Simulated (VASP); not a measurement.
# Y: single point with LDA

Crystal: Y.

```
Y
1.0
     3.13654    0.00000    0.00000
     0.00000    3.13654    0.00000
     0.00000    0.00000    3.13654
Y
1
Direct
  0.00000 0.00000 0.00000
```

```yaml
Program: VASP 6.6.1
Task: single point
Functional: LDA
Potentials_or_basis: VASP PAW LDA potentials, release 64 (Y_sv)
Cutoff: 520 eV
k_mesh: 7 × 7 × 7
Occupations: methfessel-paxton, width 0.1 eV
Spin: no spin polarisation
```

| Item | Value |
| --- | --- |
| Pressure | -0.1 GPa |

Levels at points of the mesh, in eV from the Fermi level:
```tsv
k point	band 4	band 5	band 6	band 7	band 8	band 9
(0.00, 0.00, 0.00)	-22.17	-4.61	-0.81	-0.81	5.86	5.86
```

It took 5.3 s on 1 thread of Intel Xeon 6975P-C, with other jobs on the host, peak memory 0.14 GiB.
